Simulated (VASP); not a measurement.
Write the native input for VASP 6.6.1 that does the following.

| Item | Value |
| --- | --- |
| Task | single point |
| Functional | PBE |
| Potentials or basis | VASP PAW PBE potentials, release 64 (Y_sv, Mg, Mn_pv, C, N) |
| Cutoff | 520 eV |
| k mesh | 4 × 4 × 4 |
| Occupations | gaussian, width 0.1 eV |
| Spin | collinear spin, ferromagnetic start |
| Starting moments | [0.0, 0.0, 0.0, 4.0, 0.0, 0.0, 0.0, 0.0, 0.0, 0.0, 0.0, 0.0, 0.0, 0.0, 0.0, 0.0] μB |
| Dipole correction | no |
| Further INCAR settings | LREAL = Auto; ALGO = Normal; EDIFF = 1e-06; NBANDS = 59 |

The structure of YMg2MnC6N6 lies in POSCAR:

```
YMg2MnC6N6
1.0
    0.0000000000      5.4113761291      5.4113761291
    5.4113761291      0.0000000000      5.4113761291
    5.4113761291      5.4113761291      0.0000000000
Y Mg Mn C N
1 2 1 6 6
Direct
    0.5000000000      0.5000000000      0.5000000000
    0.2500000000      0.2500000000      0.2500000000
    0.7500000000      0.7500000000      0.7500000000
    0.0000000000      0.0000000000      0.0000000000
    0.8254151019      0.1745848981      0.1745848981
    0.1745848981      0.8254151019      0.1745848981
    0.1745848981      0.1745848981      0.8254151019
    0.1745848981      0.8254151019      0.8254151019
    0.8254151019      0.1745848981      0.8254151019
    0.8254151019      0.8254151019      0.1745848981
    0.7158541990      0.2841458010      0.2841458010
    0.2841458010      0.7158541990      0.2841458010
    0.2841458010      0.2841458010      0.7158541990
    0.2841458010      0.7158541990      0.7158541990
    0.7158541990      0.2841458010      0.7158541990
    0.7158541990      0.7158541990      0.2841458010
```

One way to write it, as run:

INCAR

```
SYSTEM = YMg2MnC6N6
  PREC = Accurate
  ENCUT = 520
  EDIFF = 1E-6
  ISMEAR = 0
  SIGMA = 0.1
  LREAL = Auto
  LASPH = .TRUE.
  NELM = 150
  ALGO = Normal
  ISIF = 2
  LWAVE = .FALSE.
  LCHARG = .FALSE.
  ISPIN = 2
  MAGMOM = 0 0 0 4 0 0 0 0 0 0 0 0 0 0 0 0
  LORBIT = 11
  LMAXMIX = 4
  GGA = PE
  NBANDS = 59
```

KPOINTS

```
Automatic mesh
0
G
  4 4 4
  0 0 0
```

Potentials or basis: VASP PAW PBE potentials, release 64 (Y_sv, Mg, Mn_pv, C, N).

Command:

```sh
$ cat potpaw_PBE.64/Y_sv/POTCAR potpaw_PBE.64/Mg/POTCAR potpaw_PBE.64/Mn_pv/POTCAR potpaw_PBE.64/C/POTCAR potpaw_PBE.64/N/POTCAR > POTCAR
$ mpirun -np 1 vasp_std > vasp.out
```

Results of the run:

```yaml
Pressure: 0.5 GPa
Largest_force: 0.341 eV/Å
Band_gap_on_the_k_mesh: zero (filled and empty bands overlap)
Net_moment: -2.00 μB per cell
Site_moments: Y +0.01; Mg -0.18; Mn -0.37; C +0.01; N -0.03 μB
Valence_electrons_inside_the_program's_atomic_spheres: Y 9.62; Mg 0.28; Mn 12.46; C 2.56; N 3.90
```

Caveat: a cell with one magnetic atom can't hold antiferromagnetic order, which such compounds often take.

It took 9.4 min on 1 thread of Intel(R) Xeon(R) Platinum 8488C (Sapphire Rapids), with other jobs on the host, peak memory 0.79 GiB.
